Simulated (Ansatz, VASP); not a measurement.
**CuO: VASP beside Ansatz**

File INCAR:

```
  PREC = Accurate
  ENCUT = 600
  EDIFF = 1E-6
  ISMEAR = -1
  SIGMA = 0.05
  LREAL = F
  LASPH = T
  NELM = 60
  ALGO = Normal
  ISIF = 3
  LWAVE = F
  LCHARG = F
  IBRION = 2
  NSW = 80
  EDIFFG = -0.01
```

KPOINTS

```
Automatic mesh
0
Gamma
  7 7 4
```

File POSCAR:

```
CuO
1.0
    2.8795009639      0.0000000000      0.0000000000
    0.0390727580      2.8792794796      0.0000000000
    0.0174953863      0.0172449008      5.1763391994
Cu O
2 2
Direct
    0.0000000000      0.5000000000      0.0000000000
    0.5000000000      0.0000000000      0.5000000000
    0.9984239700      0.0016717800      0.7498871000
    0.0015760300      0.9983282200      0.2501129000
```

input.yaml

```yaml
crystal:
  lattice:
    - [2.8795009639, 0.0, 0.0]
    - [0.039072758, 2.8792794796, 0.0]
    - [0.0174953863, 0.0172449008, 5.1763391994]
  atoms:
    - { symbol: Cu, position: [0.0, 0.5, 0.0] }
    - { symbol: Cu, position: [0.5, 0.0, 0.5] }
    - { symbol: O, position: [0.99842397, 0.00167178, 0.7498871] }
    - { symbol: O, position: [0.00157603, 0.99832822, 0.2501129] }
kpoints:
  mp_grid: { grid: [7, 7, 4] }
scf:
  occupations: { method: fermi_dirac, width: 0.05 }
hamiltonian:
  xc: lda
  pseudopotentials: { kind: all_electron, lapw: { basis_error: 0.002 } }
output:
  forces: true
  stress: true
relax:
  f_tol: 0.01
  max_steps: 60
  cell: {}
```

Alike in both runs: task relaxation of cell and atoms; functional LDA; k mesh 7 × 7 × 4; occupations fermi-dirac, width 0.05 eV; no spin polarisation.

|  | VASP | Ansatz |
| --- | --- | --- |
| version | VASP 6.6.1 | Ansatz 0.2.0 |
| potentials or method | VASP PAW LDA potentials, release 64 (Cu, O), cutoff 600 eV | all-electron LAPW, scalar-relativistic |

|  | VASP | Ansatz | Ansatz less VASP |
| --- | --- | --- | --- |
| relaxed volume (Å³/atom) | 10.30 | 10.28 | -0.022 |
| relaxed length of the cell vector where the two differ most in proportion (Å) | 5.054 | 5.048 | -0.0069 |

LDA's correlation is that of Perdew and Zunger in VASP and of Perdew and Wang (1992) in Ansatz. Ansatz ran all-electron here, and VASP with PAW potentials.

Noted on Ansatz's run: the k mesh is thin for a metal, which can move the energy by tens of meV per atom.
